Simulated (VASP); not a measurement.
# MnO2 (P-3m1) in VASP: settings compared, part 2 of 2

VASP 6.6.1. The steps go on from the part before.

### Step 4. Single point, PBEsol, collinear spin, ferromagnetic start

This run uses another cell than the first one, of 11.27 Å³/atom.

Contents of INCAR:

```
PREC     = Accurate       # precision mode
ENCUT    = 700            # plane-wave cutoff, eV
EDIFF    = 1E-6           # SCF threshold, eV
ISMEAR   = -1             # smearing method
SIGMA    = 0.05           # smearing width, eV
LREAL    = False          # projectors in reciprocal space
LASPH    = True           # aspherical terms in the spheres
NELM     = 200            # most SCF steps
ALGO     = Normal         # electronic algorithm
ISIF     = 2              # what is computed and relaxed
LWAVE    = False          # write WAVECAR
LCHARG   = False          # write CHGCAR
ISPIN    = 2              # spin polarisation
MAGMOM   = 4 0 0          # initial moments
LORBIT   = 11             # projections on sites
LMAXMIX  = 4              # l up to which the mixer works
GGA      = PS             # functional
NBANDS   = 24             # bands
GGA_COMPAT= False
```

Contents of KPOINTS:

```
regular mesh
0
Gamma
  11 11 6
```

Contents of POSCAR:

```
MnO2
1.0
    2.8941690462      0.0000000000      0.0000000000
   -1.4470845231      2.5064239170      0.0000000000
    0.0000000000      0.0000000000      4.6619253983
Mn O
1 2
Direct
    0.0000000000      0.0000000000      0.5000000000
    0.3333333333      0.6666666667      0.7062925700
    0.6666666667      0.3333333333      0.2937074300
```

Potentials or basis: VASP PAW PBE potentials, release 64 (Mn_sv, O).

The run is started by

```console
$ cat potpaw_PBE.64/Mn_sv/POTCAR potpaw_PBE.64/O/POTCAR > POTCAR
$ mpirun -np 1 vasp_std > vasp.out
```

OUTCAR:

```text
PREC = Accurate
   ENCUT = 700
   EDIFF = 1E-6
   ISMEAR = -1
   LREAL = False
   LASPH = True
   NELM = 200
   ISIF = 2
   ISPIN = 2
   LORBIT = 11
   GGA = PS

 ion  position               nearest neighbor table
   1  0.000  0.000  0.500-   2 1.93   3 1.93   3 1.93   2 1.93   3 1.93   2 1.93
   2  0.333  0.667  0.706-   1 1.93   1 1.93   1 1.93
   3  0.667  0.333  0.294-   1 1.93   1 1.93   1 1.93

  LATTYP: Found a hexagonal cell.
 ALAT       =     2.8941690462
 C/A-ratio  =     1.6107992739

  Lattice vectors:

 A1 = (   2.8941690462,   0.0000000000,   0.0000000000)
 A2 = (  -1.4470845231,   2.5064239170,   0.0000000000)
 A3 = (   0.0000000000,   0.0000000000,   4.6619253983)

Analysis of symmetry for initial positions (statically):
=====================================================================
 Subroutine PRICEL returns:
 Original cell was already a primitive cell.

 Routine SETGRP: Setting up the symmetry group for a
 hexagonal supercell.

 Subroutine GETGRP returns: Found 12 space group operations
 (whereof 12 operations were pure point group operations)
 out of a pool of 24 trial point group operations.

The static configuration has the point symmetry D_3d.

Analysis of symmetry for dynamics (positions and initial velocities):
=====================================================================
 Subroutine PRICEL returns:
 Original cell was already a primitive cell.

 Routine SETGRP: Setting up the symmetry group for a
 hexagonal supercell.

 Subroutine GETGRP returns: Found 12 space group operations
 (whereof 12 operations were pure point group operations)
 out of a pool of 24 trial point group operations.

The dynamic configuration has the point symmetry D_3d.

Analysis of structural, dynamic, and magnetic symmetry:
=====================================================================
 Subroutine PRICEL returns:
 Original cell was already a primitive cell.

 Routine SETGRP: Setting up the symmetry group for a
 hexagonal supercell.

 Subroutine GETGRP returns: Found 12 space group operations
 (whereof 12 operations were pure point group operations)
 out of a pool of 24 trial point group operations.

The overall configuration has the point symmetry D_3d.

 Subroutine INISYM returns: Found 12 space group operations
 (whereof 12 operations are pure point group operations),
 and found     1 'primitive' translations

----------------------------------------------------------------------------------------

                                     Primitive cell

  volume of cell :      33.8177

  direct lattice vectors                    reciprocal lattice vectors
     2.894169046  0.000000000  0.000000000     0.345522319  0.199487404  0.000000000
    -1.447084523  2.506423917  0.000000000     0.000000000  0.398974808  0.000000000
     0.000000000  0.000000000  4.661925398     0.000000000  0.000000000  0.214503647

  length of vectors
     2.894169046  2.894169046  4.661925398     0.398974808  0.398974808  0.214503647

  position of ions in fractional coordinates (direct lattice)
     0.000000000  0.000000000  0.500000000
     0.333333333  0.666666667  0.706292570
     0.666666667  0.333333333  0.293707430

[... 64 lines left out ...]
   ions per type =               1   2
   NGX,Y,Z   is equivalent  to a cutoff of  16.08, 16.08, 14.26 a.u.
   NGXF,Y,Z  is equivalent  to a cutoff of  32.17, 32.17, 28.53 a.u.
 SYSTEM =  unknown system
   PREC   = accura    normal or accurate (medium, high low for compatibility)
   ISTART =      0    job   : 0-new  1-cont  2-samecut
   ICHARG =      2    charge: 1-file 2-atom 10-const
   ISPIN  =      2    spin polarized calculation?
   LNONCOLLINEAR =      F non collinear calculations
   LSORBIT =      F    spin-orbit coupling
   LASPH  =      T    aspherical Exc in radial PAW
   ENCUT  =  700.0 eV  51.45 Ry    7.17 a.u.   6.24  6.24 10.06*2*pi/ulx,y,z
   NELM   =    200;   NELMIN=  2; NELMDL= -5     # of ELM steps
   EDIFF  = 0.1E-05   stopping-criterion for ELM
   LREAL  =      F    real-space projection
[... 7 lines left out ...]
   TEBEG  =    0.0;   TEEND  =   0.0 temperature during run
   PSTRESS=    0.0 pullay stress
   NELECT =      27.0000    total number of electrons
   NUPDOWN=      -1.0000    fix difference up-down
   EMIN   =  10.00;   EMAX   =-10.00  energy-range for DOS
   EFERMI =   0.00;   METHOD = LEGACY
   ISMEAR =    -1;   SIGMA  =   0.05  broadening in eV -4-tet -1-fermi 0-gaus
   EFERMI_NEDOS =   21; number of points for ismear=-14 and -15
   IALGO  =     38    algorithm
   IMIX   =      4    mixing-type and parameters
     AMIX     =   0.40;   BMIX     =  1.00
     AMIX_MAG =   1.60;   BMIX_MAG =  1.00
  volume/ion in A,a.u.               =      11.27        76.07
  Fermi-wavevector in a.u.,A,eV,Ry     =   1.518733  2.869990 31.382528  2.306551
  Thomas-Fermi vector in A             =   2.627814
   LORBIT       =     11    0 simple, 1 ext, 2 COOP (PROOUT), +10 PAW based schemes
   GGA     = PS    functional components
   LHFCALC =     F    Hartree Fock is set to
   AEXX    =    0.0000 exact exchange contribution
   IVDW    =     0    specifies the selected vdW correction
   LEPSILON=     F    determine dielectric tensor
   LRPA    =     F    only Hartree local field effects (RPA)
 spin polarized calculation
  energy-cutoff  :      700.00
  volume of cell :       33.82
 maximum number of plane-waves:      1454
 NGX is ok and might be reduce to    28
   NGX = 13   NGY = 13   NGZ = 21

 number of electron      26.9999990 magnetization       3.0006301

 Free energy of the ion-electron system (eV)
  ---------------------------------------------------
  ext. energy  EPLUGINS =         0.00000000
  ---------------------------------------------------
  free energy    TOTEN  =       -25.21412902 eV

  energy without entropy =      -25.21412398  energy(sigma->0) =      -25.21412650

 E-fermi :   4.2884     XC(G=0): -10.8839

 val. band max:        3.8395005940   @ k =   0.0909  -0.0000   0.5000
 cond. band min:       4.7034998713   @ k =   0.0000   0.0000   0.5000
 fundamental gap:      0.8639992773
 Fermi energy:         4.2884029828

 spin component 1

 k-point     1 :       0.0000    0.0000    0.0000
  band No.  band energies     occupation
      1     -77.4571      1.00000
      2     -46.2214      1.00000
      3     -46.2211      1.00000
      4     -46.2211      1.00000
      5     -15.4470      1.00000
      6     -13.2362      1.00000
[... 637 lines left out ...]
     23      22.4227      0.00000
     24      24.0486      0.00000

 [... further k-points ...]

 spin component 2

 k-point     1 :       0.0000    0.0000    0.0000
  band No.  band energies     occupation
      1     -74.2501      1.00000
      2     -43.1385      1.00000
      3     -43.1385      1.00000
      4     -42.9719      1.00000
      5     -15.3047      1.00000
      6     -13.1505      1.00000
[... 637 lines left out ...]
     23      22.9347      0.00000
     24      24.8202      0.00000

 [... further k-points ...]

------------------------ aborting loop because EDIFF is reached ----------------------------------------

  FORCE on cell =-STRESS in cart. coord.  units (eV):
  Direction    XX          YY          ZZ          XY          YZ          ZX
  --------------------------------------------------------------------------------------
  -------------------------------------------------------------------------------------
  Total       -2.3234829     -2.3234829     -1.2337593     -0.0000000      0.0000000      0.0000000
  in kB     -110.0794663   -110.0794663    -58.4517178     -0.0000000      0.0000000      0.0000000
  external PRESSURE =     -92.8702168 kB  Pullay stress =       0.0000000 kB

 VOLUME and BASIS-vectors are now :
 -----------------------------------------------------------------------------
  energy-cutoff  :      700.00
  volume of cell :       33.82
      direct lattice vectors                 reciprocal lattice vectors
     2.894169046  0.000000000  0.000000000     0.345522319  0.199487404  0.000000000
    -1.447084523  2.506423917  0.000000000     0.000000000  0.398974808  0.000000000
     0.000000000  0.000000000  4.661925398     0.000000000  0.000000000  0.214503647

 POSITION                                       TOTAL-FORCE (eV/Angst)
 -----------------------------------------------------------------------------------
      0.00000      0.00000      2.33096         0.000000      0.000000      0.000000
     -0.00000      1.67095      3.29268         0.000000      0.000000     -0.697055
      1.44708      0.83547      1.36924        -0.000000     -0.000000      0.697055
 -----------------------------------------------------------------------------------
    total drift:                                0.000000     -0.000000     -0.000000

  FREE ENERGIE OF THE ION-ELECTRON SYSTEM (eV)
  ---------------------------------------------------
  free  energy   TOTEN  =       -25.2141290243 eV

  energy  without entropy=      -25.2141239841  energy(sigma->0) =      -25.21412650

 total charge

# of ion       s       p       d       tot
------------------------------------------
    1        2.199   6.102   4.441  12.742
    2        1.572   3.381   0.000   4.953
    3        1.572   3.381   0.000   4.953
--------------------------------------------------
tot          5.344  12.864   4.441  22.649

 magnetization (x)

# of ion       s       p       d       tot
------------------------------------------
    1        0.024   0.017   2.718   2.758
    2        0.004   0.019   0.000   0.023
    3        0.004   0.019   0.000   0.023
--------------------------------------------------
tot          0.031   0.055   2.718   2.804
```

It took 5 min on 1 thread of AMD EPYC 7R43 (Zen 3), shared host; peak memory 0.27 GiB.

What came out:

* Free energy: -25.2141 eV
* Pressure: -9.3 GPa
* Largest force: 0.697 eV/Å
* Band gap on the k mesh: 0.86 eV (least direct gap 0.93 eV)
* Net moment: 3.00 μB per cell
* Site moments: Mn +2.76; O +0.02 μB
* Valence electrons inside the program's atomic spheres: Mn 12.74; O 4.95

Forces on the atoms (eV/Å):
```
Mn   0.000  0.000  0.000
O    0.000  0.000 -0.697
O    0.000  0.000  0.697
```

Levels at points of the mesh, in eV from the valence-band top:
Spin up:
```csv
k point,band 11,band 12,band 13,band 14,band 15,band 16,band 17,band 18,band 19,band 20
"(0.00, 0.00, 0.00)",-2.31,-1.35,-1.35,-1.07,-0.35,2.72,2.72,6.75,10.00,14.34
"(0.00, 0.00, 0.50)",-2.31,-2.31,-1.39,-1.39,-0.07,2.77,2.77,8.87,8.94,13.31
```
Spin down:
```
           k point  band 8  band 9  band 10  band 11  band 12  band 13  band 14  band 15  band 16  band 17
(0.00, 0.00, 0.00)   -4.82   -4.82    -1.29    -1.29    -0.93     0.87     0.87     2.39     4.10     4.10
(0.00, 0.00, 0.50)   -4.80   -4.41    -2.21    -1.34    -1.34     0.86     0.86     2.50     4.15     4.15
```

Caveat: the stress differs along the axes, from -11 to -6 GPa; the PAW data sets were made with another functional, which shifts forces and pressure a little; a cell with one magnetic atom can't hold antiferromagnetic order, which such compounds often take. A k mesh can miss the band edges.

### Step 5. Relaxation of the atoms, PBEsol, collinear spin, ferromagnetic start

This run uses another cell than the first one, of 10.41 Å³/atom.

Contents of INCAR:

```
ALGO = Normal
EDIFF = 1E-6
EDIFFG = -0.01
ENCUT = 520
GGA = PS
IBRION = 2
ISIF = 2
ISMEAR = -1
ISPIN = 2
LASPH = T
LCHARG = F
LMAXMIX = 4
LORBIT = 11
LREAL = F
LUSENCCL = F
LWAVE = F
MAGMOM = 4 0 0
NELM = 150
NSW = 60
PREC = Accurate
SIGMA = 0.05
```

Contents of KPOINTS:

```
k-points
0
Gamma
  9 9 5
```

Contents of POSCAR:

```
MnO2
1.0
    2.8565781804      0.0000000000      0.0000000000
   -1.4282890902      2.4738692722      0.0000000000
    0.0000000000      0.0000000000      4.4173190965
Mn O
1 2
Direct
    0.0000000000      0.0000000000      0.5000000000
    0.3333333333      0.6666666667      0.7062925700
    0.6666666667      0.3333333333      0.2937074300
```

Potentials or basis: VASP PAW PBE potentials, release 64 (Mn_pv, O).

The run is started by

```console
$ cat potpaw_PBE.64/Mn_pv/POTCAR potpaw_PBE.64/O/POTCAR > POTCAR
$ mpirun -np 1 vasp_std > vasp.out
```

Wall time 6.7 min (1 × NVIDIA H100 80GB with 1 thread of AMD EPYC 7R13 (Zen 3), shared host); peak memory 1.2 GiB.

The run converged. Its results:

```
Free energy                                           : -25.0406 eV
Energy gained by relaxing                             : 6.8 meV/atom
Ionic steps                                           : 3
Pressure after relaxing                               : 0.0 GPa
Band gap on the k mesh                                : 0.64 eV (least direct gap 0.71 eV)
Net moment                                            : 3.00 μB per cell
Site moments                                          : Mn +2.83; O +0.04 μB
Valence electrons inside the program's atomic spheres : Mn 11.78; O 4.98
```

Stress tensor (GPa, compression positive):
```
-0.86  0.00  0.00
 0.00 -0.86  0.00
 0.00  0.00  1.84
```

Step by step:
```tsv
step	energy change (eV)	largest force (eV/Å)	pressure (GPa)
1	0.0000	0.6471	4.89
2	-0.0205	0.0142	0.09
3	-0.0205	0.0005	0.04
```

Final structure:
```cif
data_structure
_symmetry_space_group_name_H-M 'P 1'
_symmetry_Int_Tables_number 1
_cell_length_a 2.8566
_cell_length_b 2.8566
_cell_length_c 4.4173
_cell_angle_alpha 90.000
_cell_angle_beta 90.000
_cell_angle_gamma 120.000
_cell_volume 31.22
loop_
_atom_site_label
_atom_site_type_symbol
_atom_site_fract_x
_atom_site_fract_y
_atom_site_fract_z
_atom_site_occupancy
Mn1 Mn 0.00000 0.00000 0.50000 1
O1 O 0.33333 0.66667 0.71352 1
O2 O 0.66667 0.33333 0.28648 1
```

Levels at points of the mesh, in eV from the valence-band top:
Spin up:
```csv
k point,band 10,band 11,band 12,band 13,band 14,band 15,band 16,band 17,band 18
"(0.00, 0.00, 0.00)",-2.46,-1.53,-1.53,-1.12,-0.42,2.77,2.77,7.06,10.13
```
Spin down:
```tsv
k point	band 8	band 9	band 10	band 11	band 12	band 13	band 14	band 15
(0.00, 0.00, 0.00)	-5.22	-1.44	-1.44	-0.94	0.65	0.65	2.30	4.14
```

Caveat: the PAW data sets were made with another functional, which shifts forces and pressure a little; a cell with one magnetic atom can't hold antiferromagnetic order, which such compounds often take.

### Step 6. Overview

```csv
task,level,potentials or basis,cell,k mesh,cutoff (eV),gap on the mesh (eV),pressure (GPa),moment (μB),largest force (eV/Å)
single point,PBEsol,"VASP PAW PBE potentials, release 64 (Mn_sv, O)","a = 2.857, b = 2.857, c = 4.601 Å, angles 90.0, 90.0, 120.0°, 3 atoms",11 × 11 × 6,700,0.72,-2.4,3.00,0.18
relaxation of cell and atoms,BLYP+D4,"VASP PAW PBE potentials, release 64 (Mn_pv, O)","relaxed from a = 2.857, b = 2.857, c = 4.601 Å, angles 90.0, 90.0, 120.0°, 3 atoms",11 × 11 × 6,600,0.71,0.0,3.00,-
single point,PBEsol,"VASP PAW PBE potentials, release 64 (Mn_sv, O)","a = 2.894, b = 2.894, c = 4.662 Å, angles 90.0, 90.0, 120.0°, 3 atoms",11 × 11 × 6,700,0.86,-9.3,3.00,0.70
relaxation of the atoms,PBEsol,"VASP PAW PBE potentials, release 64 (Mn_pv, O)","atoms relaxed from a = 2.857, b = 2.857, c = 4.417 Å, angles 90.0, 90.0, 120.0°, 3 atoms",9 × 9 × 5,520,0.64,0.0,3.00,-
```

Alike in all rows: spin collinear, ferromagnetic start; smearing fermi-dirac 0.05 eV.

Caveats: the PAW data sets were made with another functional, which shifts forces and pressure a little; a cell with one magnetic atom can't hold antiferromagnetic order, which such compounds often take; the stress differs along the axes, from -11 to -6 GPa (at least some runs).

Absolute energies hang on the potentials; compare differences alone.
